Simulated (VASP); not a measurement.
# Pd (Fm-3m) in VASP: a series of runs, part 2 of 2

VASP 6.6.1.

## Step 3: Relaxation of cell and atoms, PBE+D3(BJ)

Input file INCAR:

```
ALGO = Fast ; EDIFF = 1E-7
EDIFFG = -0.005 ; ENCUT = 600
GGA = PE ; IBRION = 2
ISIF = 3 ; ISMEAR = 0
IVDW = 12 ; LASPH = True
LCHARG = False ; LREAL = False
LWAVE = False ; NELM = 80
NSW = 100 ; PREC = Accurate
SIGMA = 0.1
```

Input file KPOINTS:

```
k-points
0
Gamma
  18 18 18
```

Input file POSCAR:

```
Pd
1.0
    0.0000000000      1.9449000000      1.9449000000
    1.9449000000      0.0000000000      1.9449000000
    1.9449000000      1.9449000000      0.0000000000
Pd
1
Direct
    0.0000000000      0.0000000000      0.0000000000
```

Potentials or basis: VASP PAW PBE potentials, release 64 (Pd).

Command:

```console
cat potpaw_PBE.64/Pd/POTCAR > POTCAR
mpirun -np 1 vasp_std > vasp.out
```

OUTCAR:

```text
EDIFF = 1E-7
   EDIFFG = -0.005
   ENCUT = 600
   GGA = PE
   IBRION = 2
   ISIF = 3
   ISMEAR = 0
   IVDW = 12
   LASPH = True
   LREAL = False
   NELM = 80
   NSW = 100
   PREC = Accurate
 IVDW          = 12

 ion  position               nearest neighbor table
   1  0.000  0.000  0.000-

  LATTYP: Found a face centered cubic cell.
 ALAT       =     3.8898000000

  Lattice vectors:

 A1 = (   0.0000000000,   1.9449000000,   1.9449000000)
 A2 = (   1.9449000000,   0.0000000000,   1.9449000000)
 A3 = (   1.9449000000,   1.9449000000,   0.0000000000)

Analysis of symmetry for initial positions (statically):
=====================================================================
 Subroutine PRICEL returns:
 Original cell was already a primitive cell.

 Routine SETGRP: Setting up the symmetry group for a
 face centered cubic supercell.

 Subroutine GETGRP returns: Found 48 space group operations
 (whereof 48 operations were pure point group operations)
 out of a pool of 48 trial point group operations.
[... 248 lines left out ...]
  ext. energy  EPLUGINS =         0.00000000
  ---------------------------------------------------
  free energy    TOTEN  =        -5.21195419 eV

  energy without entropy =       -5.20036347  energy(sigma->0) =       -5.20615883

 E-fermi :   9.8601     XC(G=0): -13.2146

 val. band max:        9.8590736173   @ k =   0.4444   0.1667   0.0000
 cond. band min:       9.8600869295   @ k =  -0.4444   0.3889   0.1111
 fundamental gap:      0.0010133122
 Fermi energy:         9.8600862938

 k-point     1 :       0.0000    0.0000    0.0000
  band No.  band energies     occupation
      1       2.6869      2.00000
      2       7.0011      2.00000
      3       7.0011      2.00000
      4       7.0011      2.00000
      5       8.6245      2.00000
      6       8.6245      2.00000
      7      27.0579      0.00000
      8      31.8632      0.00000
      9      31.8632      0.00000
[... 265 lines left out ...]
 k-point    24 :      -0.2222    0.0556    0.0000
  band No.  band energies     occupation
      1       4.4021      2.00000
      2       6.7801      2.00000
      3       7.3282      2.00000
      4       7.3621      2.00000
      5       8.5037      2.00000
      6       9.0344      2.00000
      7      24.8353      0.00000
      8      28.1248      0.00000
      9      32.1319      0.00000

 [... further k-points ...]

------------------------ aborting loop because EDIFF is reached ----------------------------------------

 Edisp (eV)   -0.67140

 E8    (eV) :    -0.2968
[... 24 lines left out ...]
  FREE ENERGIE OF THE ION-ELECTRON SYSTEM (eV)
  ---------------------------------------------------
  free  energy   TOTEN  =        -5.8833537653 eV

  energy  without entropy=       -5.8717630487  energy(sigma->0) =       -5.87755841

 reached required accuracy - stopping structural energy minimisation
```

OSZICAR:

```text
N       E                     dE             d eps       ncg     rms          rms(c)
DAV:   1     0.430888411862E+02    0.43089E+02   -0.58108E+03  3510   0.118E+03
[... 24 lines left out ...]
RMM:   2    -0.521196469311E+01    0.15850E-02   -0.29170E-03  3510   0.592E-01    0.685E-02
RMM:   3    -0.521195605180E+01    0.86413E-05   -0.48527E-05  3510   0.826E-02    0.424E-02
RMM:   4    -0.521195372696E+01    0.23248E-05   -0.12871E-05  3509   0.419E-02    0.238E-03
RMM:   5    -0.521195389850E+01   -0.17154E-06   -0.78107E-07  3285   0.909E-03    0.144E-03
RMM:   6    -0.521195402909E+01   -0.13059E-06   -0.15340E-07  2617   0.374E-03    0.121E-03
RMM:   7    -0.521195423085E+01   -0.20176E-06   -0.84285E-08  2457   0.277E-03    0.523E-04
RMM:   8    -0.521195418565E+01    0.45196E-07   -0.27399E-08  2299   0.164E-03
   3 F= -.58833538E+01 E0= -.58775584E+01  d E =-.483500E-04
```

Wall time 30 s (1 thread of Intel Xeon Platinum 8488C (Sapphire Rapids), shared host); peak memory 0.18 GiB.

What came out:

- Free energy: -5.8834 eV
- Relaxed volume: 14.68 Å³/atom
- Relaxed cell: a = 2.748 Å, b = 2.748 Å, c = 2.748 Å, α = 60.00°, β = 60.00°, γ = 60.00°
- Space group after relaxing (to 0.05 Å): Fm-3m (No. 225)
- Energy gained by relaxing: 0.0 meV/atom
- Ionic steps: 3
- Pressure after relaxing: 0.0 GPa
- Band gap on the k mesh: zero (band 5 reaches 10.16 eV, above the bottom of band 6 at 8.56 eV)
- Dispersion energy per atom: -0.671 eV

Final structure:
```yaml
crystal:
  lattice:
    - [0.00000, 1.94343, 1.94343]
    - [1.94343, 0.00000, 1.94343]
    - [1.94343, 1.94343, 0.00000]
  atoms:
    - { symbol: Pd, position: [0.00000, 0.00000, 0.00000] }
```

Levels at points of the mesh, in eV from the Fermi level:
```tsv
k point	band 2	band 3	band 4	band 5	band 6	band 7	band 8	band 9
(0.00, 0.00, 0.00)	-2.86	-2.86	-2.86	-1.24	-1.24	17.20	22.00	22.00
(0.50, 0.00, 0.00)	-2.91	-2.91	-0.02	-0.02	1.01	7.36	16.56	21.16
(0.50, 0.50, 0.00)	-5.14	-0.05	0.29	0.29	3.35	10.83	13.24	13.24
```

Caveat: pairwise dispersion overbinds metals, which lowers pressure and volume.

## Step 4: Single point, PBE+D3(BJ)

Input file INCAR:

```
SYSTEM = Pd
ALGO     = Normal         ! electronic algorithm
EDIFF    = 1E-6           ! SCF threshold, eV
ENCUT    = 500            ! plane-wave cutoff, eV
GGA      = PE             ! functional
GGA_COMPAT= .FALSE.      
ISIF     = 2              ! what is computed and relaxed
ISMEAR   = 0              ! smearing method
IVDW     = 12             ! dispersion correction
LASPH    = .TRUE.         ! aspherical terms in the spheres
LCHARG   = .TRUE.         ! write CHGCAR
LELF     = .TRUE.         ! ELF
LREAL    = .FALSE.        ! projectors in reciprocal space
LVHAR    = .TRUE.       
LWAVE    = .FALSE.        ! write WAVECAR
NBANDS   = 11             ! bands
NELM     = 120            ! most SCF steps
PREC     = Accurate       ! precision mode
SIGMA    = 0.1            ! smearing width, eV
```

Input file KPOINTS:

```
k-points
0
G
  8 8 8
  0 0 0
```

POSCAR is that of step 3.

Command:

```console
cat potpaw_PBE.64/Pd/POTCAR > POTCAR
mpirun -np 1 vasp_std > vasp.out
```

It took 2.9 s on 1 thread of Intel Xeon Platinum 8559C (Emerald Rapids), shared host; peak memory 0.13 GiB.

It converged, with:

| Property | Result |
| --- | --- |
| Free energy | -5.8577 eV |
| Pressure | 0.6 GPa |
| Band gap on the k mesh | zero (band 5 reaches 10.16 eV, above the bottom of band 6 at 8.56 eV) |
| Dispersion energy per atom | -0.670 eV |

Levels at points of the mesh, in eV from the Fermi level:
| k point | band 3 | band 4 | band 5 | band 6 | band 7 | band 8 |
| --- | --- | --- | --- | --- | --- | --- |
| (0.00, 0.00, 0.00) | -2.92 | -2.92 | -1.31 | -1.31 | 17.09 | 21.87 |
| (0.50, 0.00, 0.00) | -2.97 | -0.09 | -0.09 | 0.90 | 7.26 | 16.44 |
| (0.50, 0.50, 0.00) | -0.12 | 0.23 | 0.23 | 3.25 | 10.71 | 13.12 |

Caveat: pairwise dispersion overbinds metals, which lowers pressure and volume.

## Step 5: Overview

| task | cell | k mesh | cutoff (eV) | gap on the mesh (eV) | pressure (GPa) |
| --- | --- | --- | --- | --- | --- |
| single point | a = 2.750 Å, angles 60.0°, 1 atom | 18 × 18 × 18 | 520 | none | -0.3 |
| relaxation of cell and atoms | relaxed from a = 2.751 Å, angles 60.0°, 1 atom | 18 × 18 × 18 | 600 | none | 0.0 |
| single point | a = 2.751 Å, angles 60.0°, 1 atom | 8 × 8 × 8 | 500 | none | 0.6 |

Alike in all rows: level PBE+D3(BJ); potentials or basis VASP PAW PBE potentials, release 64 (Pd); no spin polarisation; smearing gaussian 0.1 eV.

Caveats: pairwise dispersion overbinds metals, which lowers pressure and volume.

Total energies depend on the potentials used, so only differences within one code and one set of settings carry meaning.
